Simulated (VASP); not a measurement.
Here is a VASP 6.6.1 calculation.

Contents of INCAR:

```
  PREC = Accurate
  ENCUT = 520
  EDIFF = 1E-7
  ISMEAR = -1
  SIGMA = 0.1
  LREAL = F
  LASPH = T
  NELM = 150
  ALGO = Normal
  ISIF = 2
  LWAVE = F
  LCHARG = F
  LNONCOLLINEAR = T
  MAGMOM = -0.255 -0.135 0.456
  LORBIT = 11
  LSORBIT = T
  GGA_COMPAT = F
  LORBMOM = T
  GGA = PS
  IVDW = 13
  NBANDS = 14
```

Contents of KPOINTS:

```
regular mesh
0
Gamma
  8 8 8
```

File POSCAR:

```
Al
1.0
    0.0000000000      2.0382146954      2.0382146954
    2.0382146954      0.0000000000      2.0382146954
    2.0382146954      2.0382146954      0.0000000000
Al
1
Direct
    0.0000000000      0.0000000000      0.0000000000
```

Potentials or basis: VASP PAW PBE potentials, release 64 (Al).

Launch:

```sh
$ cat potpaw_PBE.64/Al/POTCAR > POTCAR
$ mpirun -np 1 vasp_ncl > vasp.out
```

(1) Estimate the pressure.

(2) Predict the net moment.

## Answers

(1) -5.1 GPa.

(2) 0.00 μB per cell.

Caveat: the cell stands under tension; the PAW data sets were made with another functional, which shifts forces and pressure a little.
